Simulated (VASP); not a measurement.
Input of a VASP 6.6.1 run:

The input INCAR:

```
SYSTEM = Sb
PREC     = Accurate       ! precision mode
ENCUT    = 520            ! plane-wave cutoff, eV
EDIFF    = 1E-6           ! SCF threshold, eV
ISMEAR   = -1             ! smearing method
SIGMA    = 0.1            ! smearing width, eV
LREAL    = .FALSE.        ! projectors in reciprocal space
LASPH    = .TRUE.         ! aspherical terms in the spheres
NELM     = 60             ! most SCF steps
ALGO     = Normal         ! electronic algorithm
ISIF     = 2              ! what is computed and relaxed
LWAVE    = .FALSE.        ! write WAVECAR
LCHARG   = .FALSE.        ! write CHGCAR
GGA      = RP             ! functional
NBANDS   = 12             ! bands
```

KPOINTS

```
regular mesh
0
G
  12 12 7
  0 0 0
```

Contents of POSCAR:

```
Sb
1.0
    3.3465474992      0.0000000000      0.0000000000
   -1.6732737496      2.8981951493      0.0000000000
    0.0000000000      0.0000000000      5.5499401098
Sb
2
Direct
    0.3333333333      0.6666666667      0.2500000000
    0.6666666667      0.3333333333      0.7500000000
```

Potentials or basis: VASP PAW PBE potentials, release 64 (Sb).

Launch:

```bash
$ cat potpaw_PBE.64/Sb/POTCAR > POTCAR
$ mpirun -np 1 vasp_std > vasp.out
```

Predict the pressure.

2.4 GPa.

Estimate the band gap on the k mesh.

zero (bands 5 and 6 overlap by 7.28 eV).

Stress tensor (GPa, compression positive):
```
2.66 0.00 0.00
0.00 2.66 0.00
0.00 0.00 2.01
```

Caveat: the PAW data sets were made with another functional, which shifts forces and pressure a little; spin-orbit coupling is left out, which moves the levels of the heavy elements.
